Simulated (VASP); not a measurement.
The system is CuO.

```
Cu O
1.0
     2.86017    0.00000    0.00000
     0.03881    2.85995    0.00000
     0.01738    0.01713    5.14160
Cu O
2 2
Direct
  0.00000 0.50000 0.00000
  0.50000 0.00000 0.50000
  0.99842 0.00167 0.74989
  0.00158 0.99833 0.25011
```

Base run:

* Program: VASP 6.6.1
* Functional: PBE
* Potentials or basis: VASP PAW PBE potentials, release 64 (Cu, O)
* Cutoff: 520 eV
* k mesh: 9 × 9 × 5
* Occupations: fermi-dirac, width 0.05 eV
* Spin: no spin polarisation

Its results: band gap on the k mesh zero (band 17 reaches 6.21 eV, above the bottom of band 18 at 5.25 eV); pressure 10.4 GPa; largest force 0.011 eV/Å.

**Question.** The run is repeated on the same cell with these changes: functional from PBE to RPBE. What comes out?

**Answer.** Band gap on the k mesh zero (band 17 reaches 6.39 eV, above the bottom of band 18 at 5.44 eV); pressure 15.9 GPa; largest force 0.011 eV/Å.

RPBE binds less tightly than PBE, so the same cell stands under more pressure.

Caveats: semilocal functionals often make such compounds metallic where correlation or magnetic order opens a gap, which also shifts bond lengths; the PAW data sets were made with another functional, which shifts forces and pressure a little (some runs).
